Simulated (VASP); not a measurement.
# WSe2 in VASP: single point with LDA

Aim: the single point of WSe2 with LDA.

Everything below comes from runs of VASP 6.6.1. Logs are shortened: lines on timing, memory, paths and dates and some standing lists are left out, and cuts for length are marked.

## (1) The cell of the first run

The cell holds a slab with vacuum, 9 atoms: a = 3.282 Å, b = 3.282 Å, c = 36.000 Å, α = 90.00°, β = 90.00°, γ = 120.00°.

## (2) Single point, LDA

INCAR

```
SYSTEM = WSe2
PREC = Accurate ; ENCUT = 520
EDIFF = 1E-7 ; ISMEAR = 0
SIGMA = 0.01 ; LREAL = .False.
LASPH = .True. ; NELM = 60
ALGO = Normal ; ISIF = 2
LWAVE = .False. ; LCHARG = .False.
GGA = CA ; NBANDS = 49
```

KPOINTS

```
regular mesh
0
Gamma
  12 12 1
  0 0 0
```

POSCAR

```
WSe2
1.0
    3.2820000000      0.0000000000      0.0000000000
   -1.6410000000      2.8422953752      0.0000000000
    0.0000000000      0.0000000000     36.0000000000
W Se
3 6
Direct
    0.3333333333      0.6666666667      0.3229246691
    0.6666666667      0.3333333333      0.5000000000
    0.3333333333      0.6666666667      0.6770753309
    0.6666666667      0.3333333333      0.3688931999
    0.6666666667      0.3333333333      0.2770569612
    0.3333333333      0.6666666667      0.5459578194
    0.3333333333      0.6666666667      0.4540421806
    0.6666666667      0.3333333333      0.7229430388
    0.6666666667      0.3333333333      0.6311068001
```

Potentials or basis: VASP PAW LDA potentials, release 64 (W_sv, Se).

On the command line:

```
$ cat potpaw_LDA.64/W_sv/POTCAR potpaw_LDA.64/Se/POTCAR > POTCAR
$ mpirun -np 1 vasp_std > vasp.out
```

OUTCAR:

```text
SYSTEM = WSe2
   PREC = Accurate
   ENCUT = 520
   EDIFF = 1E-7
   ISMEAR = 0
   LREAL = .False.
   LASPH = .True.
   NELM = 60
   ISIF = 2
   GGA = CA

 ion  position               nearest neighbor table
   1  0.333  0.667  0.323-   5 2.51   5 2.51   5 2.51   4 2.52   4 2.52   4 2.52
   2  0.667  0.333  0.500-   6 2.52   7 2.52   6 2.52   7 2.52   6 2.52   7 2.52
   3  0.333  0.667  0.677-   8 2.51   8 2.51   8 2.51   9 2.52   9 2.52   9 2.52
   4  0.667  0.333  0.369-   1 2.52   1 2.52   1 2.52
   5  0.667  0.333  0.277-   1 2.51   1 2.51   1 2.51
   6  0.333  0.667  0.546-   2 2.52   2 2.52   2 2.52
   7  0.333  0.667  0.454-   2 2.52   2 2.52   2 2.52
   8  0.667  0.333  0.723-   3 2.51   3 2.51   3 2.51
   9  0.667  0.333  0.631-   3 2.52   3 2.52   3 2.52

  LATTYP: Found a hexagonal cell.
 ALAT       =     3.2820000000
 C/A-ratio  =    10.9689213894

  Lattice vectors:

 A1 = (   3.2820000000,   0.0000000000,   0.0000000000)
 A2 = (  -1.6410000000,   2.8422953752,   0.0000000000)
 A3 = (   0.0000000000,   0.0000000000,  36.0000000000)

Analysis of symmetry for initial positions (statically):
=====================================================================
 Subroutine PRICEL returns:
 Original cell was already a primitive cell.

 Routine SETGRP: Setting up the symmetry group for a
 hexagonal supercell.

 Subroutine GETGRP returns: Found 12 space group operations
 (whereof 12 operations were pure point group operations)
 out of a pool of 24 trial point group operations.

The static configuration has the point symmetry D_3h.

Analysis of symmetry for dynamics (positions and initial velocities):
=====================================================================
 Subroutine PRICEL returns:
 Original cell was already a primitive cell.

 Routine SETGRP: Setting up the symmetry group for a
 hexagonal supercell.

 Subroutine GETGRP returns: Found 12 space group operations
 (whereof 12 operations were pure point group operations)
 out of a pool of 24 trial point group operations.

The dynamic configuration has the point symmetry D_3h.

 Subroutine INISYM returns: Found 12 space group operations
 (whereof 12 operations are pure point group operations),
 and found     1 'primitive' translations

----------------------------------------------------------------------------------------

                                     Primitive cell

  volume of cell :     335.8229

  direct lattice vectors                    reciprocal lattice vectors
     3.282000000  0.000000000  0.000000000     0.304692261  0.175914159  0.000000000
    -1.641000000  2.842295375  0.000000000     0.000000000  0.351828318  0.000000000
     0.000000000  0.000000000 36.000000000     0.000000000  0.000000000  0.027777778

  length of vectors
     3.282000000  3.282000000 36.000000000     0.351828318  0.351828318  0.027777778

  position of ions in fractional coordinates (direct lattice)
     0.333333333  0.666666667  0.322924669
     0.666666667  0.333333333  0.500000000
     0.333333333  0.666666667  0.677075331
     0.666666667  0.333333333  0.368893200
     0.666666667  0.333333333  0.277056961
     0.333333333  0.666666667  0.545957819
     0.333333333  0.666666667  0.454042181
     0.666666667  0.333333333  0.722943039
     0.666666667  0.333333333  0.631106800

  ion indices of the primitive-cell ions
   primitive index   ion index
                 1           1
                 2           2
                 3           3
                 4           4
                 5           5
                 6           6
                 7           7
                 8           8
                 9           9

----------------------------------------------------------------------------------------

 KPOINTS: regular mesh

Automatic generation of k-mesh.
 Grid dimensions read from file:
 generate k-points for:   12   12    1

 Generating k-lattice:

  Cartesian coordinates                     Fractional coordinates (reciprocal lattice)
     0.025391022  0.014659513  0.000000000     0.083333333  0.000000000  0.000000000
     0.000000000  0.029319026  0.000000000     0.000000000  0.083333333  0.000000000
     0.000000000  0.000000000  0.027777778     0.000000000  0.000000000  1.000000000

  Length of vectors
     0.029319026  0.029319026  0.027777778

  Shift w.r.t. Gamma in fractional coordinates (k-lattice)
     0.000000000  0.000000000  0.000000000

 Subroutine IBZKPT returns following result:
 ===========================================

 Found     19 irreducible k-points:

 Following reciprocal coordinates:
            Coordinates               Weight
  0.000000  0.000000  0.000000      1.000000
  0.083333 -0.000000  0.000000      6.000000
  0.166667 -0.000000  0.000000      6.000000
  0.250000  0.000000  0.000000      6.000000
  0.333333 -0.000000  0.000000      6.000000
  0.416667  0.000000  0.000000      6.000000
[... 11 lines left out ...]
  0.333333  0.250000  0.000000     12.000000
  0.333333  0.333333  0.000000      2.000000
   k-points           NKPTS =     19   k-points in BZ     NKDIM =     19   number of bands    NBANDS=     49
   number of dos      NEDOS =    301   number of ions     NIONS =      9
   total plane-waves  NPLWV = 155520
   dimension x,y,z NGX =    24 NGY =   24 NGZ =  270
   dimension x,y,z NGXF=    48 NGYF=   48 NGZF=  540
   ions per type =               3   6
   NGX,Y,Z   is equivalent  to a cutoff of  12.16, 12.16, 12.47 a.u.
   NGXF,Y,Z  is equivalent  to a cutoff of  24.31, 24.31, 24.94 a.u.
 SYSTEM =  WSe2
   PREC   = accura    normal or accurate (medium, high low for compatibility)
   ISTART =      0    job   : 0-new  1-cont  2-samecut
   ICHARG =      2    charge: 1-file 2-atom 10-const
   ISPIN  =      1    spin polarized calculation?
   LNONCOLLINEAR =      F non collinear calculations
   LSORBIT =      F    spin-orbit coupling
   LASPH  =      T    aspherical Exc in radial PAW
   ENCUT  =  520.0 eV  38.22 Ry    6.18 a.u.   6.10  6.10 66.94*2*pi/ulx,y,z
   NELM   =     60;   NELMIN=  2; NELMDL= -5     # of ELM steps
   EDIFF  = 0.1E-06   stopping-criterion for ELM
   LREAL  =      F    real-space projection
   EDIFFG = 0.1E-05   stopping-criterion for IOM
   NSW    =      0    number of steps for IOM
   IBRION =     -1    ionic relax: 0-MD 1-quasi-New 2-CG
   NFREE  =      0    steps in history (QN), initial steepest desc. (CG)
   ISIF   =      2    stress and relaxation
   ISYM   =      2    0-nonsym 1-usesym 2-fastsym
   POTIM  = 0.5000    time-step for ionic-motion
   TEBEG  =    0.0;   TEEND  =   0.0 temperature during run
   PSTRESS=    0.0 pullay stress
   NELECT =      78.0000    total number of electrons
   NUPDOWN=      -1.0000    fix difference up-down
   EMIN   =  10.00;   EMAX   =-10.00  energy-range for DOS
   EFERMI =   0.00;   METHOD = LEGACY
   ISMEAR =     0;   SIGMA  =   0.01  broadening in eV -4-tet -1-fermi 0-gaus
   EFERMI_NEDOS =   21; number of points for ismear=-14 and -15
   IALGO  =     38    algorithm
   IMIX   =      4    mixing-type and parameters
     AMIX     =   0.40;   BMIX     =  1.00
     AMIX_MAG =   1.60;   BMIX_MAG =  1.00
  volume/ion in A,a.u.               =      37.31       251.80
  Fermi-wavevector in a.u.,A,eV,Ry     =   1.006320  1.901670 13.778358  1.012681
  Thomas-Fermi vector in A             =   2.139055
   LORBIT       =      0    0 simple, 1 ext, 2 COOP (PROOUT), +10 PAW based schemes
   GGA     = CA    functional components
   LHFCALC =     F    Hartree Fock is set to
   AEXX    =    0.0000 exact exchange contribution
   IVDW    =     0    specifies the selected vdW correction
   LEPSILON=     F    determine dielectric tensor
   LRPA    =     F    only Hartree local field effects (RPA)
 non-spin polarized calculation
 Gauss-broadening in eV      SIGMA  =   0.01
  energy-cutoff  :      520.00
  volume of cell :      335.82
 maximum number of plane-waves:      9138
   NGX = 13   NGY = 13   NGZ =133

 number of electron      77.9999992 magnetization

 Free energy of the ion-electron system (eV)
  ---------------------------------------------------
  ext. energy  EPLUGINS =         0.00000000
  ---------------------------------------------------
  free energy    TOTEN  =       -72.59926241 eV

  energy without entropy =      -72.59926241  energy(sigma->0) =      -72.59926241

 E-fermi :   1.2292     XC(G=0):  -6.2264

 val. band max:        1.0915218688   @ k =   0.0000   0.0000   0.0000
 cond. band min:       2.1424676759   @ k =   0.1667   0.1667   0.0000
 fundamental gap:      1.0509458071
 Fermi energy:         1.2292008955

 k-point     1 :       0.0000    0.0000    0.0000
  band No.  band energies     occupation
      1     -72.7897      2.00000
      2     -72.7845      2.00000
      3     -72.7845      2.00000
      4     -37.3129      2.00000
      5     -37.3088      2.00000
      6     -37.3088      2.00000
[... 41 lines left out ...]
     48       4.0035      0.00000
     49       4.0572      0.00000

 k-point     2 :       0.0833   -0.0000    0.0000
  band No.  band energies     occupation
      1     -72.7890      2.00000
      2     -72.7837      2.00000
      3     -72.7837      2.00000
      4     -37.3097      2.00000
      5     -37.3055      2.00000
      6     -37.3055      2.00000
[... 41 lines left out ...]
     48       3.9212      0.00000
     49       3.9767      0.00000

 k-point     3 :       0.1667   -0.0000    0.0000
  band No.  band energies     occupation
      1     -72.7869      2.00000
      2     -72.7817      2.00000
      3     -72.7817      2.00000
      4     -37.3008      2.00000
      5     -37.2966      2.00000
      6     -37.2966      2.00000
[... 821 lines left out ...]
     48       4.2152      0.00000
     49       5.2980      0.00000

 k-point    19 :       0.3333    0.3333    0.0000
  band No.  band energies     occupation
      1     -72.7771      2.00000
      2     -72.7719      2.00000
      3     -72.7719      2.00000
      4     -37.3594      2.00000
      5     -37.3541      2.00000
      6     -37.3541      2.00000
[... 41 lines left out ...]
     48       4.3381      0.00000
     49       5.5717      0.00000

------------------------ aborting loop because EDIFF is reached ----------------------------------------

  FORCE on cell =-STRESS in cart. coord.  units (eV):
  Direction    XX          YY          ZZ          XY          YZ          ZX
  --------------------------------------------------------------------------------------
  -------------------------------------------------------------------------------------
  Total       -1.9141179     -1.9141179      0.9868002      0.0000000      0.0000000      0.0000000
  in kB       -9.1320646     -9.1320646      4.7079249      0.0000000      0.0000000      0.0000000
  external PRESSURE =      -4.5187348 kB  Pullay stress =       0.0000000 kB

 VOLUME and BASIS-vectors are now :
 -----------------------------------------------------------------------------
  energy-cutoff  :      520.00
  volume of cell :      335.82
      direct lattice vectors                 reciprocal lattice vectors
     3.282000000  0.000000000  0.000000000     0.304692261  0.175914159  0.000000000
    -1.641000000  2.842295375  0.000000000     0.000000000  0.351828318  0.000000000
     0.000000000  0.000000000 36.000000000     0.000000000  0.000000000  0.027777778

 POSITION                                       TOTAL-FORCE (eV/Angst)
 -----------------------------------------------------------------------------------
     -0.00000      1.89486     11.62529         0.000000     -0.000000     -0.000266
      1.64100      0.94743     18.00000         0.000000     -0.000000      0.000000
     -0.00000      1.89486     24.37471         0.000000     -0.000000      0.000266
      1.64100      0.94743     13.28016        -0.000000     -0.000000      0.099971
      1.64100      0.94743      9.97405        -0.000000      0.000000     -0.101170
     -0.00000      1.89486     19.65448         0.000000     -0.000000      0.099171
     -0.00000      1.89486     16.34552        -0.000000     -0.000000     -0.099171
      1.64100      0.94743     26.02595        -0.000000     -0.000000      0.101170
      1.64100      0.94743     22.71984        -0.000000     -0.000000     -0.099971
 -----------------------------------------------------------------------------------
    total drift:                               -0.000000      0.000000      0.000000

  FREE ENERGIE OF THE ION-ELECTRON SYSTEM (eV)
  ---------------------------------------------------
  free  energy   TOTEN  =       -72.5992624072 eV

  energy  without entropy=      -72.5992624072  energy(sigma->0) =      -72.59926241
```

Run time: 14 min. Hardware: 1 thread of AMD EPYC 7R43 (Zen 3), shared host; peak memory 0.45 GiB.

Results:

| Quantity | Value |
| --- | --- |
| Free energy | -72.5993 eV |
| Largest force | 0.101 eV/Å |
| Band gap on the k mesh | 1.05 eV (least direct gap 1.53 eV) |

Forces in eV/Å, atoms in the order of the input:
```
W    0.000  0.000  0.000
W    0.000  0.000  0.000
W    0.000  0.000  0.000
Se   0.000  0.000  0.100
Se   0.000  0.000 -0.101
Se   0.000  0.000  0.099
Se   0.000  0.000 -0.099
Se   0.000  0.000  0.101
Se   0.000  0.000 -0.100
```

Levels at points of the mesh, in eV from the valence-band top:
| k point | band 35 | band 36 | band 37 | band 38 | band 39 | band 40 | band 41 | band 42 | band 43 | band 44 |
| --- | --- | --- | --- | --- | --- | --- | --- | --- | --- | --- |
| (0.00, 0.00, 0.00) | -1.60 | -1.59 | -0.92 | -0.27 | 0.00 | 2.63 | 2.63 | 2.65 | 2.65 | 2.68 |
| (0.50, 0.00, 0.00) | -1.37 | -1.33 | -1.29 | -1.26 | -1.17 | 2.06 | 2.08 | 2.10 | 2.33 | 2.48 |

Caveat: spin-orbit coupling is left out, which moves the levels of the heavy elements.
